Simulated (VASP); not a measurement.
# Ta (Cmmm) in VASP: single point with PBE

Aim: the single point of Ta with PBE.

All numbers are computed with VASP 6.6.1; they aren't measurements. Logs are shortened: lines on timing, memory, paths and dates and some standing lists are left out, and cuts for length are marked.

## (1) The cell of the first run

Symmetry: Cmmm, No. 65, orthorhombic system. Conventional cell: a = 2.897 Å, b = 4.918 Å, c = 2.762 Å, α = 90.00°, β = 90.00°, γ = 90.00°. Ta (site symmetry mmm) has 8 Ta at 2.76 to 2.90 Å within 3.6 Å.

The cell was generated, and may not be a known phase.

## (2) Single point, PBE

The input, INCAR:

```
ALGO = Normal
EDIFF = 1E-6
ENCUT = 520
GGA = PE
ISIF = 2
ISMEAR = 0
LASPH = T
LCHARG = F
LREAL = F
LWAVE = F
NBANDS = 30
NELM = 60
PREC = Accurate
SIGMA = 0.1
```

The input, KPOINTS:

```
k-points
0
Gamma
  4 4 2
```

The input, POSCAR:

```
Ta
1.0
    2.8974664458     -2.7616332542      0.0000000000
    2.8974664458      2.7616332542      0.0000000000
    0.0000000000      0.0000000000      4.9176839167
Ta
4
Direct
    0.2500000000      0.7500000000      0.5000122487
    0.7500000000      0.2500000000      0.4999877513
    0.0000000000      0.5000000000      0.0000000000
    0.5000000000      0.0000000000      0.0000000000
```

Potentials or basis: VASP PAW PBE potentials, release 64 (Ta_pv).

On the command line:

```bash
> cat potpaw_PBE.64/Ta_pv/POTCAR > POTCAR
> mpirun -np 1 vasp_std > vasp.out
```

OUTCAR:

```text
EDIFF = 1E-6
   ENCUT = 520
   GGA = PE
   ISIF = 2
   ISMEAR = 0
   LASPH = T
   LREAL = F
   NELM = 60
   PREC = Accurate

 ion  position               nearest neighbor table
   1  0.250  0.750  0.500-   2 2.76   2 2.76   3 2.85   4 2.85   3 2.85   4 2.85   2 2.90   2 2.90

   2  0.750  0.250  0.500-   1 2.76   1 2.76   3 2.85   4 2.85   3 2.85   4 2.85   1 2.90   1 2.90

   3  0.000  0.500  0.000-   4 2.76   4 2.76   1 2.85   2 2.85   1 2.85   2 2.85   4 2.90   4 2.90

   4  0.500  0.000  0.000-   3 2.76   3 2.76   1 2.85   2 2.85   1 2.85   2 2.85   3 2.90   3 2.90

  LATTYP: Found a base centered orthorhombic cell.
 ALAT       =     5.5232665084
 B/A-ratio  =     1.0491858184
 C/A-ratio  =     0.8903578904

  Lattice vectors:

 A1 = (  -2.8974664458,  -2.7616332542,   0.0000000000)
 A2 = (   2.8974664458,  -2.7616332542,   0.0000000000)
 A3 = (   0.0000000000,   0.0000000000,   4.9176839167)

Analysis of symmetry for initial positions (statically):
=====================================================================
 Subroutine PRICEL returns:
 Original cell was already a primitive cell.

 Routine SETGRP: Setting up the symmetry group for a
 base centered orthorhombic supercell.

 Subroutine GETGRP returns: Found  8 space group operations
 (whereof  4 operations were pure point group operations)
 out of a pool of  8 trial point group operations.

The static configuration has the point symmetry C_2h.
 The point group associated with its full space group is D_2h.

Analysis of symmetry for dynamics (positions and initial velocities):
=====================================================================
 Subroutine PRICEL returns:
 Original cell was already a primitive cell.

 Routine SETGRP: Setting up the symmetry group for a
 base centered orthorhombic supercell.

 Subroutine GETGRP returns: Found  8 space group operations
 (whereof  4 operations were pure point group operations)
 out of a pool of  8 trial point group operations.

The dynamic configuration has the point symmetry C_2h.
 The point group associated with its full space group is D_2h.

 Subroutine INISYM returns: Found  8 space group operations
 (whereof  4 operations are pure point group operations),
 and found     1 'primitive' translations

----------------------------------------------------------------------------------------

                                     Primitive cell

  volume of cell :      78.7001

  direct lattice vectors                    reciprocal lattice vectors
     2.897466446 -2.761633254  0.000000000     0.172564552 -0.181052281  0.000000000
     2.897466446  2.761633254  0.000000000     0.172564552  0.181052281  0.000000000
     0.000000000  0.000000000  4.917683917     0.000000000  0.000000000  0.203347758

  length of vectors
     4.002740316  4.002740316  4.917683917     0.250116879  0.250116879  0.203347758

  position of ions in fractional coordinates (direct lattice)
     0.250000000  0.750000000  0.500012249
     0.750000000  0.250000000  0.499987751
     1.000000000  0.500000000  0.000000000
     0.500000000  1.000000000  0.000000000

  ion indices of the primitive-cell ions
   primitive index   ion index
                 1           1
                 2           2
                 3           3
                 4           4

----------------------------------------------------------------------------------------

 KPOINTS: k-points

Automatic generation of k-mesh.
 Grid dimensions read from file:
 generate k-points for:    4    4    2

 Generating k-lattice:

  Cartesian coordinates                     Fractional coordinates (reciprocal lattice)
     0.043141138 -0.045263070  0.000000000     0.250000000 -0.000000000  0.000000000
     0.043141138  0.045263070  0.000000000    -0.000000000  0.250000000  0.000000000
     0.000000000  0.000000000  0.101673879     0.000000000  0.000000000  0.500000000

  Length of vectors
     0.062529220  0.062529220  0.101673879

  Shift w.r.t. Gamma in fractional coordinates (k-lattice)
     0.000000000  0.000000000  0.000000000

 Subroutine IBZKPT returns following result:
 ===========================================

 Found     14 irreducible k-points:

 Following reciprocal coordinates:
            Coordinates               Weight
  0.000000  0.000000  0.000000      1.000000
  0.250000  0.000000  0.000000      4.000000
  0.500000  0.000000  0.000000      2.000000
  0.250000  0.250000  0.000000      2.000000
  0.500000  0.250000  0.000000      4.000000
 -0.250000  0.250000  0.000000      2.000000
  0.500000  0.500000  0.000000      1.000000
  0.000000  0.000000  0.500000      1.000000
  0.250000  0.000000  0.500000      4.000000
  0.500000  0.000000  0.500000      2.000000
  0.250000  0.250000  0.500000      2.000000
  0.500000  0.250000  0.500000      4.000000
 -0.250000  0.250000  0.500000      2.000000
  0.500000  0.500000  0.500000      1.000000
   k-points           NKPTS =     14   k-points in BZ     NKDIM =     14   number of bands    NBANDS=     30
   number of dos      NEDOS =    301   number of ions     NIONS =      4
   total plane-waves  NPLWV =  36000
   dimension x,y,z NGX =    30 NGY =   30 NGZ =   40
   dimension x,y,z NGXF=    60 NGYF=   60 NGZF=   80
   ions per type =               4
   NGX,Y,Z   is equivalent  to a cutoff of  12.46, 12.46, 13.52 a.u.
   NGXF,Y,Z  is equivalent  to a cutoff of  24.92, 24.92, 27.04 a.u.
 SYSTEM =  unknown system
   PREC   = accura    normal or accurate (medium, high low for compatibility)
   ISTART =      0    job   : 0-new  1-cont  2-samecut
   ICHARG =      2    charge: 1-file 2-atom 10-const
   ISPIN  =      1    spin polarized calculation?
   LNONCOLLINEAR =      F non collinear calculations
   LSORBIT =      F    spin-orbit coupling
   LASPH  =      T    aspherical Exc in radial PAW
   ENCUT  =  520.0 eV  38.22 Ry    6.18 a.u.   7.44  7.44  9.14*2*pi/ulx,y,z
   NELM   =     60;   NELMIN=  2; NELMDL= -5     # of ELM steps
   EDIFF  = 0.1E-05   stopping-criterion for ELM
   LREAL  =      F    real-space projection
   EDIFFG = 0.1E-04   stopping-criterion for IOM
   NSW    =      0    number of steps for IOM
   IBRION =     -1    ionic relax: 0-MD 1-quasi-New 2-CG
   NFREE  =      0    steps in history (QN), initial steepest desc. (CG)
   ISIF   =      2    stress and relaxation
   ISYM   =      2    0-nonsym 1-usesym 2-fastsym
   POTIM  = 0.5000    time-step for ionic-motion
   TEBEG  =    0.0;   TEEND  =   0.0 temperature during run
   PSTRESS=    0.0 pullay stress
   NELECT =      44.0000    total number of electrons
   NUPDOWN=      -1.0000    fix difference up-down
   EMIN   =  10.00;   EMAX   =-10.00  energy-range for DOS
   EFERMI =   0.00;   METHOD = LEGACY
   ISMEAR =     0;   SIGMA  =   0.10  broadening in eV -4-tet -1-fermi 0-gaus
   EFERMI_NEDOS =   21; number of points for ismear=-14 and -15
   IALGO  =     38    algorithm
   IMIX   =      4    mixing-type and parameters
     AMIX     =   0.40;   BMIX     =  1.00
     AMIX_MAG =   1.60;   BMIX_MAG =  1.00
  volume/ion in A,a.u.               =      19.68       132.77
  Fermi-wavevector in a.u.,A,eV,Ry     =   1.348655  2.548588 24.747216  1.818869
  Thomas-Fermi vector in A             =   2.476306
   LORBIT       =      0    0 simple, 1 ext, 2 COOP (PROOUT), +10 PAW based schemes
   GGA     = PE    functional components
   LHFCALC =     F    Hartree Fock is set to
   AEXX    =    0.0000 exact exchange contribution
   IVDW    =     0    specifies the selected vdW correction
   LEPSILON=     F    determine dielectric tensor
   LRPA    =     F    only Hartree local field effects (RPA)
 non-spin polarized calculation
 Gauss-broadening in eV      SIGMA  =   0.10
  energy-cutoff  :      520.00
  volume of cell :       78.70
 maximum number of plane-waves:      2126
 NGX is ok and might be reduce to    30
   NGX = 15   NGY = 15   NGZ = 19

 number of electron      43.9999997 magnetization

 Free energy of the ion-electron system (eV)
  ---------------------------------------------------
  ext. energy  EPLUGINS =         0.00000000
  ---------------------------------------------------
  free energy    TOTEN  =       -44.64839004 eV

  energy without entropy =      -44.64040760  energy(sigma->0) =      -44.64439882

 E-fermi :   5.2708     XC(G=0): -12.1010

 val. band max:        5.2034187686   @ k =   0.2500   0.0000   0.0000
 cond. band min:       5.3018319917   @ k =   0.2500   0.2500   0.0000
 fundamental gap:      0.0984132232
 Fermi energy:         5.2707908419

 k-point     1 :       0.0000    0.0000    0.0000
  band No.  band energies     occupation
      1     -29.5524      2.00000
      2     -29.5459      2.00000
      3     -29.5458      2.00000
      4     -29.2248      2.00000
      5     -29.2247      2.00000
      6     -28.7878      2.00000
[... 22 lines left out ...]
     29      10.1514      0.00000
     30      11.0681      0.00000

 k-point     2 :       0.2500    0.0000    0.0000
  band No.  band energies     occupation
      1     -29.4783      2.00000
      2     -29.4540      2.00000
      3     -29.3756      2.00000
      4     -29.1992      2.00000
      5     -29.0979      2.00000
      6     -29.0298      2.00000
[... 22 lines left out ...]
     29       8.7392      0.00000
     30       9.1336      0.00000

 k-point     3 :       0.5000    0.0000    0.0000
  band No.  band energies     occupation
      1     -29.2825      2.00000
      2     -29.2825      2.00000
      3     -29.1449      2.00000
      4     -29.1449      2.00000
      5     -29.0494      2.00000
      6     -29.0494      2.00000
[... 22 lines left out ...]
     29       7.2649      0.00000
     30       7.2649      0.00000

 k-point     4 :       0.2500    0.2500    0.0000
  band No.  band energies     occupation
      1     -29.6667      2.00000
      2     -29.5167      2.00000
      3     -29.3533      2.00000
      4     -29.2105      2.00000
      5     -29.1121      2.00000
      6     -28.9854      2.00000
[... 286 lines left out ...]
     29       8.8722      0.00000
     30       8.8722      0.00000

 k-point    13 :      -0.2500    0.2500    0.5000
  band No.  band energies     occupation
      1     -29.5067      2.00000
      2     -29.5067      2.00000
      3     -29.1215      2.00000
      4     -29.1214      2.00000
      5     -29.0418      2.00000
      6     -29.0417      2.00000
[... 22 lines left out ...]
     29       8.0048      0.00000
     30       8.0048      0.00000

 k-point    14 :       0.5000    0.5000    0.5000
  band No.  band energies     occupation
      1     -29.6382      2.00000
      2     -29.6381      2.00000
      3     -29.5823      2.00000
      4     -29.5823      2.00000
      5     -28.8653      2.00000
      6     -28.8652      2.00000
[... 22 lines left out ...]
     29       8.6258      0.00000
     30       8.6259      0.00000

------------------------ aborting loop because EDIFF is reached ----------------------------------------

  FORCE on cell =-STRESS in cart. coord.  units (eV):
  Direction    XX          YY          ZZ          XY          YZ          ZX
  --------------------------------------------------------------------------------------
  -------------------------------------------------------------------------------------
  Total        0.1141463      0.1145688     -0.1437544      0.0000000      0.0000000      0.0000000
  in kB        2.3237924      2.3323941     -2.9265544      0.0000000      0.0000000      0.0000000
  external PRESSURE =       0.5765440 kB  Pullay stress =       0.0000000 kB

 VOLUME and BASIS-vectors are now :
 -----------------------------------------------------------------------------
  energy-cutoff  :      520.00
  volume of cell :       78.70
      direct lattice vectors                 reciprocal lattice vectors
     2.897466446 -2.761633254  0.000000000     0.172564552 -0.181052281  0.000000000
     2.897466446  2.761633254  0.000000000     0.172564552  0.181052281  0.000000000
     0.000000000  0.000000000  4.917683917     0.000000000  0.000000000  0.203347758

 POSITION                                       TOTAL-FORCE (eV/Angst)
 -----------------------------------------------------------------------------------
      2.89747      1.38082      2.45890         0.000000      0.000000     -0.000762
      2.89747     -1.38082      2.45878         0.000000      0.000000      0.000762
      1.44873      1.38082      0.00000        -0.000000      0.000000      0.000000
      1.44873     -1.38082      0.00000        -0.000000     -0.000000      0.000000
 -----------------------------------------------------------------------------------
    total drift:                                0.000000      0.000000      0.000000

  FREE ENERGIE OF THE ION-ELECTRON SYSTEM (eV)
  ---------------------------------------------------
  free  energy   TOTEN  =       -44.6483900444 eV

  energy  without entropy=      -44.6404076043  energy(sigma->0) =      -44.64439882
```

Wall time 21 s (1 thread of Intel Xeon Platinum 8488C (Sapphire Rapids), shared host); peak memory 0.18 GiB.

What came out:

- Free energy: -44.6484 eV
- Pressure: 0.1 GPa
- Band gap on the k mesh: zero (bands 22 and 23 overlap by 1.19 eV)

Stress tensor (GPa, compression positive):
```
 0.23  0.00  0.00
 0.00  0.23  0.00
 0.00  0.00 -0.29
```

Caveat: the k points lie up to 0.64 Å⁻¹ apart, too coarse for converged energies and pressures of a metal; spin-orbit coupling is left out, which moves the levels of the heavy elements.

The gap in the log of VASP goes by the Fermi energy; the results here count the filled bands.